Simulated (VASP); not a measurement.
# Si (Fd-3m) in VASP: further runs

The runs below take Si through single point, with PBE.

All numbers are computed with VASP 6.6.1; they aren't measurements. Logs are shortened: lines on timing, memory, paths and dates and some standing lists are left out, and cuts for length are marked.

### Step 1. The cell of the first run

Symmetry: Fd-3m, No. 227, cubic system. The conventional cell has a = 5.427 Å, b = 5.427 Å, c = 5.427 Å, α = 90.00°, β = 90.00°, γ = 90.00°. Within 3.1 Å of Si (site symmetry -43m) lie 4 Si at 2.35 Å.

### Step 2. Single point, PBE

The input, INCAR:

```
SYSTEM = Si
  ALGO = Normal
  EDIFF = 1E-6
  ENCUT = 520
  GGA = PE
  ISIF = 2
  ISMEAR = 0
  LASPH = .True.
  LCHARG = .False.
  LREAL = .False.
  LWAVE = .False.
  NBANDS = 11
  NELM = 80
  PREC = Accurate
  SIGMA = 0.02
```

The input, KPOINTS:

```
k-points
0
Gamma
  10 10 10
  0 0 0
```

The input, POSCAR:

```
Si
1.0
    0.0000000000      2.7135600000      2.7135600000
    2.7135600000      0.0000000000      2.7135600000
    2.7135600000      2.7135600000      0.0000000000
Si
2
Direct
    0.7500000000      0.7500000000      0.7500000000
    0.5000000000      0.5000000000      0.5000000000
```

Potentials or basis: VASP PAW PBE potentials, release 64 (Si).

Command:

```sh
cat potpaw_PBE.64/Si/POTCAR > POTCAR
mpirun -np 1 vasp_std > vasp.out
```

OUTCAR:

```text
SYSTEM = Si
   EDIFF = 1E-6
   ENCUT = 520
   GGA = PE
   ISIF = 2
   ISMEAR = 0
   LASPH = .True.
   LREAL = .False.
   NELM = 80
   PREC = Accurate

 ion  position               nearest neighbor table
   1  0.750  0.750  0.750-   2 2.35   2 2.35   2 2.35   2 2.35
   2  0.500  0.500  0.500-   1 2.35   1 2.35   1 2.35   1 2.35

  LATTYP: Found a face centered cubic cell.
 ALAT       =     5.4271200000

  Lattice vectors:

 A1 = (   0.0000000000,   2.7135600000,   2.7135600000)
 A2 = (   2.7135600000,   0.0000000000,   2.7135600000)
 A3 = (   2.7135600000,   2.7135600000,   0.0000000000)

Analysis of symmetry for initial positions (statically):
=====================================================================
 Subroutine PRICEL returns:
 Original cell was already a primitive cell.

 Routine SETGRP: Setting up the symmetry group for a
 face centered cubic supercell.

 Subroutine GETGRP returns: Found 48 space group operations
 (whereof 24 operations were pure point group operations)
 out of a pool of 48 trial point group operations.

The static configuration has the point symmetry T_d .
 The point group associated with its full space group is O_h .

Analysis of symmetry for dynamics (positions and initial velocities):
=====================================================================
 Subroutine PRICEL returns:
 Original cell was already a primitive cell.

 Routine SETGRP: Setting up the symmetry group for a
 face centered cubic supercell.

 Subroutine GETGRP returns: Found 48 space group operations
 (whereof 24 operations were pure point group operations)
 out of a pool of 48 trial point group operations.

The dynamic configuration has the point symmetry T_d .
 The point group associated with its full space group is O_h .

 Subroutine INISYM returns: Found 48 space group operations
 (whereof 24 operations are pure point group operations),
 and found     1 'primitive' translations

----------------------------------------------------------------------------------------

                                     Primitive cell

  volume of cell :      39.9621

  direct lattice vectors                    reciprocal lattice vectors
     0.000000000  2.713560000  2.713560000    -0.184259792  0.184259792  0.184259792
     2.713560000  0.000000000  2.713560000     0.184259792 -0.184259792  0.184259792
     2.713560000  2.713560000  0.000000000     0.184259792  0.184259792 -0.184259792

  length of vectors
     3.837553354  3.837553354  3.837553354     0.319147321  0.319147321  0.319147321

  position of ions in fractional coordinates (direct lattice)
     0.750000000  0.750000000  0.750000000
     0.500000000  0.500000000  0.500000000

  ion indices of the primitive-cell ions
   primitive index   ion index
                 1           1
                 2           2

----------------------------------------------------------------------------------------

 KPOINTS: k-points

Automatic generation of k-mesh.
 Grid dimensions read from file:
 generate k-points for:   10   10   10

 Generating k-lattice:

  Cartesian coordinates                     Fractional coordinates (reciprocal lattice)
    -0.018425979  0.018425979  0.018425979     0.100000000  0.000000000  0.000000000
     0.018425979 -0.018425979  0.018425979     0.000000000  0.100000000  0.000000000
     0.018425979  0.018425979 -0.018425979     0.000000000  0.000000000  0.100000000

  Length of vectors
     0.031914732  0.031914732  0.031914732

  Shift w.r.t. Gamma in fractional coordinates (k-lattice)
     0.000000000  0.000000000  0.000000000

 Subroutine IBZKPT returns following result:
 ===========================================

 Found     47 irreducible k-points:

 Following reciprocal coordinates:
            Coordinates               Weight
  0.000000  0.000000  0.000000      1.000000
  0.100000  0.000000  0.000000      8.000000
  0.200000  0.000000  0.000000      8.000000
  0.300000  0.000000  0.000000      8.000000
  0.400000  0.000000  0.000000      8.000000
  0.500000  0.000000  0.000000      4.000000
[... 16 lines left out ...]
  0.300000  0.300000  0.000000      6.000000
  0.400000  0.300000  0.000000     24.000000
 [... further k-points ...]
   k-points           NKPTS =     47   k-points in BZ     NKDIM =     47   number of bands    NBANDS=     11
   number of dos      NEDOS =    301   number of ions     NIONS =      2
   total plane-waves  NPLWV =  27000
   dimension x,y,z NGX =    30 NGY =   30 NGZ =   30
   dimension x,y,z NGXF=    60 NGYF=   60 NGZF=   60
   ions per type =               2
   NGX,Y,Z   is equivalent  to a cutoff of  13.00, 13.00, 13.00 a.u.
   NGXF,Y,Z  is equivalent  to a cutoff of  25.99, 25.99, 25.99 a.u.
 SYSTEM =  Si
   PREC   = accura    normal or accurate (medium, high low for compatibility)
   ISTART =      0    job   : 0-new  1-cont  2-samecut
   ICHARG =      2    charge: 1-file 2-atom 10-const
   ISPIN  =      1    spin polarized calculation?
   LNONCOLLINEAR =      F non collinear calculations
   LSORBIT =      F    spin-orbit coupling
   LASPH  =      T    aspherical Exc in radial PAW
   ENCUT  =  520.0 eV  38.22 Ry    6.18 a.u.   7.14  7.14  7.14*2*pi/ulx,y,z
   NELM   =     80;   NELMIN=  2; NELMDL= -5     # of ELM steps
   EDIFF  = 0.1E-05   stopping-criterion for ELM
   LREAL  =      F    real-space projection
   EDIFFG = 0.1E-04   stopping-criterion for IOM
   NSW    =      0    number of steps for IOM
   IBRION =     -1    ionic relax: 0-MD 1-quasi-New 2-CG
   NFREE  =      0    steps in history (QN), initial steepest desc. (CG)
   ISIF   =      2    stress and relaxation
   ISYM   =      2    0-nonsym 1-usesym 2-fastsym
   POTIM  = 0.5000    time-step for ionic-motion
   TEBEG  =    0.0;   TEEND  =   0.0 temperature during run
   PSTRESS=    0.0 pullay stress
   NELECT =       8.0000    total number of electrons
   NUPDOWN=      -1.0000    fix difference up-down
   EMIN   =  10.00;   EMAX   =-10.00  energy-range for DOS
   EFERMI =   0.00;   METHOD = LEGACY
   ISMEAR =     0;   SIGMA  =   0.02  broadening in eV -4-tet -1-fermi 0-gaus
   EFERMI_NEDOS =   21; number of points for ismear=-14 and -15
   IALGO  =     38    algorithm
   IMIX   =      4    mixing-type and parameters
     AMIX     =   0.40;   BMIX     =  1.00
     AMIX_MAG =   1.60;   BMIX_MAG =  1.00
  volume/ion in A,a.u.               =      19.98       134.84
  Fermi-wavevector in a.u.,A,eV,Ry     =   0.957684  1.809760 12.478691  0.917158
  Thomas-Fermi vector in A             =   2.086724
   LORBIT       =      0    0 simple, 1 ext, 2 COOP (PROOUT), +10 PAW based schemes
   GGA     = PE    functional components
   LHFCALC =     F    Hartree Fock is set to
   AEXX    =    0.0000 exact exchange contribution
   IVDW    =     0    specifies the selected vdW correction
   LEPSILON=     F    determine dielectric tensor
   LRPA    =     F    only Hartree local field effects (RPA)
 non-spin polarized calculation
 Gauss-broadening in eV      SIGMA  =   0.02
  energy-cutoff  :      520.00
  volume of cell :       39.96
 maximum number of plane-waves:      1091
 NGX is ok and might be reduce to    30
   NGX = 15   NGY = 15   NGZ = 15

 number of electron       8.0000000 magnetization

 Free energy of the ion-electron system (eV)
  ---------------------------------------------------
  ext. energy  EPLUGINS =         0.00000000
  ---------------------------------------------------
  free energy    TOTEN  =       -10.84313056 eV

  energy without entropy =      -10.84313056  energy(sigma->0) =      -10.84313056

 E-fermi :   5.9897     XC(G=0):  -9.4170

 val. band max:        5.8458170160   @ k =   0.0000   0.0000   0.0000
 cond. band min:       6.4241572781   @ k =   0.4000   0.4000   0.0000
 fundamental gap:      0.5783402620
 Fermi energy:         5.9897168994

 k-point     1 :       0.0000    0.0000    0.0000
  band No.  band energies     occupation
      1      -6.1251      2.00000
      2       5.8458      2.00000
      3       5.8458      2.00000
      4       5.8458      2.00000
      5       8.4125      0.00000
      6       8.4125      0.00000
      7       8.4125      0.00000
      8       9.2424      0.00000
      9      13.5670      0.00000
     10      13.5670      0.00000
     11      13.8133      0.00000

 k-point     2 :       0.1000    0.0000    0.0000
  band No.  band energies     occupation
      1      -5.9940      2.00000
      2       4.7018      2.00000
      3       5.6473      2.00000
      4       5.6473      2.00000
      5       8.4278      0.00000
      6       8.7050      0.00000
      7       8.7050      0.00000
      8      10.1593      0.00000
      9      13.2102      0.00000
     10      13.2102      0.00000
     11      14.3520      0.00000

 k-point     3 :       0.2000    0.0000    0.0000
  band No.  band energies     occupation
      1      -5.6068      2.00000
      2       2.8377      2.00000
      3       5.2664      2.00000
      4       5.2664      2.00000
      5       8.0760      0.00000
      6       9.2132      0.00000
      7       9.2132      0.00000
      8      11.9202      0.00000
      9      12.8960      0.00000
     10      12.8960      0.00000
     11      15.0049      0.00000

 k-point     4 :       0.3000    0.0000    0.0000
  band No.  band energies     occupation
      1      -4.9902      2.00000
      2       1.0491      2.00000
      3       4.9314      2.00000
      4       4.9314      2.00000
      5       7.7149      0.00000
      6       9.3817      0.00000
      7       9.3817      0.00000
      8      13.4430      0.00000
      9      13.4430      0.00000
     10      13.4983      0.00000
     11      14.7713      0.00000

 k-point     5 :       0.4000    0.0000    0.0000
  band No.  band energies     occupation
      1      -4.2416      2.00000
      2      -0.4295      2.00000
      3       4.7190      2.00000
      4       4.7190      2.00000
      5       7.4755      0.00000
      6       9.2622      0.00000
      7       9.2622      0.00000
      8      13.6917      0.00000
      9      14.8372      0.00000
     10      14.8372      0.00000
     11      15.9651      0.00000
[... 211 lines left out ...]
 k-point    21 :      -0.3000    0.2000    0.0000
  band No.  band energies     occupation
      1      -4.0544      2.00000
      2       0.1305      2.00000
      3       2.3893      2.00000
      4       4.5295      2.00000
      5       8.3063      0.00000
      6      10.3817      0.00000
      7      10.4636      0.00000
      8      12.5751      0.00000
      9      12.6661      0.00000
     10      15.4184      0.00000
     11      17.7773      0.00000

 k-point    22 :      -0.2000    0.2000    0.0000
  band No.  band energies     occupation
      1      -4.7738      2.00000
      2       1.3713      2.00000
      3       2.8421      2.00000
      4       5.0006      2.00000
      5       8.7461      0.00000
      6       9.8447      0.00000
      7      10.1610      0.00000
      8      11.5996      0.00000
      9      11.9600      0.00000
     10      16.5836      0.00000
     11      16.6557      0.00000

 k-point    23 :       0.3000    0.3000    0.0000
  band No.  band energies     occupation
      1      -4.5731      2.00000
      2       1.4329      2.00000
      3       3.6148      2.00000
      4       3.6148      2.00000
      5       6.7067      0.00000
      6       8.2589      0.00000
      7      12.5072      0.00000
      8      12.5072      0.00000
      9      15.0002      0.00000
     10      15.3085      0.00000
     11      18.3370      0.00000

 k-point    24 :       0.4000    0.3000    0.0000
  band No.  band energies     occupation
      1      -3.9591      2.00000
      2       0.4256      2.00000
      3       2.9873      2.00000
      4       3.4098      2.00000
      5       6.8946      0.00000
      6       8.0894      0.00000
      7      12.8129      0.00000
      8      12.9251      0.00000
      9      16.3228      0.00000
     10      16.6444      0.00000
     11      18.0220      0.00000

 [... further k-points ...]

------------------------ aborting loop because EDIFF is reached ----------------------------------------

  FORCE on cell =-STRESS in cart. coord.  units (eV):
  Direction    XX          YY          ZZ          XY          YZ          ZX
  --------------------------------------------------------------------------------------
  -------------------------------------------------------------------------------------
  Total        0.5334523      0.5334523      0.5334523      0.0000000      0.0000000      0.0000000
  in kB       21.3873949     21.3873949     21.3873949      0.0000000      0.0000000      0.0000000
  external PRESSURE =      21.3873949 kB  Pullay stress =       0.0000000 kB

 VOLUME and BASIS-vectors are now :
 -----------------------------------------------------------------------------
  energy-cutoff  :      520.00
  volume of cell :       39.96
      direct lattice vectors                 reciprocal lattice vectors
     0.000000000  2.713560000  2.713560000    -0.184259792  0.184259792  0.184259792
     2.713560000  0.000000000  2.713560000     0.184259792 -0.184259792  0.184259792
     2.713560000  2.713560000  0.000000000     0.184259792  0.184259792 -0.184259792

 POSITION                                       TOTAL-FORCE (eV/Angst)
 -----------------------------------------------------------------------------------
      4.07034      4.07034      4.07034         0.000000      0.000000      0.000000
      2.71356      2.71356      2.71356        -0.000000     -0.000000     -0.000000
 -----------------------------------------------------------------------------------
    total drift:                                0.000000     -0.000000     -0.000000

  FREE ENERGIE OF THE ION-ELECTRON SYSTEM (eV)
  ---------------------------------------------------
  free  energy   TOTEN  =       -10.8431305611 eV

  energy  without entropy=      -10.8431305611  energy(sigma->0) =      -10.84313056
```

Run time: 13 s. Hardware: 1 thread of Intel Xeon Platinum 8488C (Sapphire Rapids), shared host; peak memory 0.16 GiB.

Results:

```yaml
Free_energy: -10.8431 eV
Pressure: 2.1 GPa
Band_gap_on_the_k_mesh: 0.58 eV, indirect (least direct gap 2.57 eV)
```

(Continued in part 2 of 2.)
